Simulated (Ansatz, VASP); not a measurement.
**SiC: VASP beside Ansatz**

```
CELL_PARAMETERS angstrom
3.07520 0.00000 0.00000
0.00000 5.04817 0.00000
0.00000 0.00000 26.54052
ATOMIC_POSITIONS crystal
Si 0.00000 0.97273 0.29183
Si 0.50000 0.50513 0.31333
Si 0.50000 0.99079 0.38365
Si 0.00000 0.49578 0.41615
Si 0.00000 0.99331 0.48333
Si 0.50000 0.49331 0.51667
Si 0.50000 0.99578 0.58385
Si 0.00000 0.49079 0.61635
Si 0.00000 0.00513 0.68667
Si 0.50000 0.47273 0.70817
C 0.00000 0.63214 0.28602
C 0.50000 0.13090 0.31459
C 0.50000 0.61744 0.38315
C 0.00000 0.11893 0.41606
C 0.00000 0.61787 0.48357
C 0.50000 0.11787 0.51643
C 0.50000 0.61893 0.58394
C 0.00000 0.11744 0.61685
C 0.00000 0.63090 0.68541
C 0.50000 0.13214 0.71398
```

Alike in both runs: functional r2SCAN; k mesh 9 × 5 × 1; occupations gaussian, width 0.05 eV; no spin polarisation.

Ansatz relaxed the structure, and its values are those at the end. VASP's run is a single point on that final structure, the one shown.

|  | VASP | Ansatz |
| --- | --- | --- |
| version | VASP 6.6.1 | Ansatz 0.2.0 |
| potentials or method | VASP PAW PBE potentials, release 64 (Si, C), cutoff 520 eV | scalar-relativistic, plane waves, PAW |
| valence electrons in the cell | 80 | 80 |

|  | VASP | Ansatz | Ansatz less VASP |
| --- | --- | --- | --- |
| gap on the k mesh at the Fermi level (eV) | 1.81 | 1.83 | +0.015 |
| least direct gap on the mesh (eV) | 2.19 | 2.21 | +0.016 |
| rms of the force components (eV/Å) | 0.006 | 0.005 | -0.0015 |

VASP's potentials were made for PBE, not for r2SCAN. Ansatz's warnings: xc potential rough in thin density.
